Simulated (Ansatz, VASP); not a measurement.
# Hf2Pd2Se2Br2O3 in VASP and in Ansatz

File INCAR:

```
SYSTEM = Hf2Pd2Se2Br2O3
PREC = Accurate
ENCUT = 520
EDIFF = 1E-6
ISMEAR = -1
SIGMA = 0.05
LREAL = .FALSE.
LASPH = .TRUE.
NELM = 80
ALGO = Normal
ISIF = 2
LWAVE = .FALSE.
LCHARG = .FALSE.
GGA = PS
NBANDS = 53
```

KPOINTS

```
regular mesh
0
G
  6 6 3
  0 0 0
```

File POSCAR:

```
Hf2Pd2Se2Br2O3
1.0
    5.7589900000      0.0000000000      0.0000000000
   -2.8794900000      4.9874300000      0.0000000000
    0.0000000000      0.0000000000      8.5254700000
Hf Pd Se Br O
2 2 2 2 3
Direct
    0.3333300000      0.6666700000      0.5420100000
    0.6666700000      0.3333300000      0.5420100000
    0.3333300000      0.6666700000      0.1288000000
    0.6666700000      0.3333300000      0.1288000000
    0.3333300000      0.6666700000      0.8557200000
    0.6666700000      0.3333300000      0.8557200000
    0.0000000000      0.0000000000      0.1389500000
    0.0000000000      0.0000000000      0.6538400000
    0.5000000000      0.0000000000      0.4296300000
    0.0000000000      0.5000000000      0.4296300000
    0.5000000000      0.5000000000      0.4296300000
```

Contents of input.yaml:

```yaml
crystal:
  lattice:
    - [5.75899, 0.0, 0.0]
    - [-2.87949, 4.98743, 0.0]
    - [0.0, 0.0, 8.52547]
  atoms:
    - { symbol: Hf, position: [0.33333, 0.66667, 0.54201] }
    - { symbol: Hf, position: [0.66667, 0.33333, 0.54201] }
    - { symbol: Pd, position: [0.33333, 0.66667, 0.1288] }
    - { symbol: Pd, position: [0.66667, 0.33333, 0.1288] }
    - { symbol: Se, position: [0.33333, 0.66667, 0.85572] }
    - { symbol: Se, position: [0.66667, 0.33333, 0.85572] }
    - { symbol: Br, position: [0.0, 0.0, 0.13895] }
    - { symbol: Br, position: [0.0, 0.0, 0.65384] }
    - { symbol: O, position: [0.5, 0.0, 0.42963] }
    - { symbol: O, position: [0.0, 0.5, 0.42963] }
    - { symbol: O, position: [0.5, 0.5, 0.42963] }
hamiltonian:
  xc: pbesol
  pseudopotentials: { kind: paw }
kpoints:
  mp_grid: { grid: [6, 6, 3] }
  band_path:
    path:
      - [[0.0, 0.0, 0.0], [0.5, 0.0, 0.0], [0.3333333333, 0.3333333333, 0.0], [0.0, 0.0, 0.0], [0.0, 0.0, 0.5], [0.5, 0.0, 0.5], [0.3333333333, 0.3333333333, 0.5], [0.0, 0.0, 0.5]]
      - [[0.5, 0.0, 0.5], [0.5, 0.0, 0.0]]
      - [[0.3333333333, 0.3333333333, 0.0], [0.3333333333, 0.3333333333, 0.5]]
    npoints: 10
scf:
  occupations: { method: fermi_dirac, width: 0.05 }
  n_extra_bands: 27
output:
  forces: true
  stress: true
  eigenvalues: true
  fatbands: false
```

Alike in both runs: functional PBEsol; k mesh 6 × 6 × 3; occupations fermi-dirac, width 0.05 eV; no spin polarisation.

|  | VASP | Ansatz |
| --- | --- | --- |
| version | VASP 6.6.1 | Ansatz 0.2.0 |
| potentials or method | VASP PAW PBE potentials, release 64 (Hf_pv, Pd, Se, Br, O) | Ansatz PAW |
| plane-wave cutoff (eV) | 520 | 420 |
| valence electrons in the cell | 84 | 152 |
| task | single point | band structure |

Ansatz gave:

| Quantity | Value |
| --- | --- |
| gap on the k mesh at the Fermi level (eV) | none |
| pressure (GPa) | -3.6 |
| traceless stress, the component that is largest in VASP (GPa) | -0.35 |
| rms of the force components (eV/Å) | 0.146 |

Question: Estimate VASP's values.

Answer: gap on the k mesh at the Fermi level (eV): none; pressure (GPa): -3.9; traceless stress, the component that is largest in VASP (GPa): -0.30; rms of the force components (eV/Å): 0.178.

VASP's potentials were made for PBE, not for PBEsol. Atom by atom the forces differ by 0.049 eV/Å (rms over components). A gap of «none» marks a metal or a gap that the smearing closes. VASP's potentials hold 84 valence electrons a cell and Ansatz's 152, so a difference there can come from the potentials and not from the codes.

Neither program's run includes spin-orbit coupling.
